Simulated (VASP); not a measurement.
A run of VASP 6.6.1 is set up as follows.

INCAR

```
SYSTEM = BiTe
PREC     = Accurate       ! precision mode
ENCUT    = 520            ! plane-wave cutoff, eV
EDIFF    = 1E-6           ! SCF threshold, eV
ISMEAR   = 0              ! smearing method
SIGMA    = 0.1            ! smearing width, eV
LREAL    = .FALSE.        ! projectors in reciprocal space
LASPH    = .TRUE.         ! aspherical terms in the spheres
NELM     = 100            ! most SCF steps
ALGO     = Normal         ! electronic algorithm
ISIF     = 2              ! what is computed and relaxed
LWAVE    = .FALSE.        ! write WAVECAR
LCHARG   = .TRUE.         ! write CHGCAR
GGA      = PE             ! functional
LELF     = .TRUE.         ! ELF
LVHAR    = .TRUE.       
NBANDS   = 75             ! bands
```

The input KPOINTS:

```
regular mesh
0
G
  6 6 1
  0 0 0
```

The input POSCAR:

```
BiTe
1.0
    4.4923733738      0.0000000000      0.0000000000
   -2.2461866869      3.8905094650      0.0000000000
    0.0000000000      0.0000000000     24.6360999732
Bi Te
6 6
Direct
    0.0000000000      0.0000000000      0.1267392443
    0.0000000000      0.0000000000      0.8732607557
    0.3333333333      0.6666666667      0.2911155418
    0.6666666667      0.3333333333      0.7088844582
    0.6666666667      0.3333333333      0.4662318812
    0.3333333333      0.6666666667      0.5337681188
    0.3333333333      0.6666666667      0.0578035335
    0.6666666667      0.3333333333      0.9421964665
    0.6666666667      0.3333333333      0.2094840668
    0.3333333333      0.6666666667      0.7905159332
    0.0000000000      0.0000000000      0.3607575226
    0.0000000000      0.0000000000      0.6392424774
```

Potentials or basis: VASP PAW PBE potentials, release 64 (Bi_d, Te).

Command:

```console
$ cat potpaw_PBE.64/Bi_d/POTCAR potpaw_PBE.64/Te/POTCAR > POTCAR
$ mpirun -np 1 vasp_std > vasp.out
```

(1) Estimate the pressure.

(2) Estimate the band gap on the k mesh.

## Answers

(1) 0.0 GPa.

(2) 0.23 eV (least direct gap 0.26 eV).

Caveat: spin-orbit coupling is left out, which moves the levels of the heavy elements.
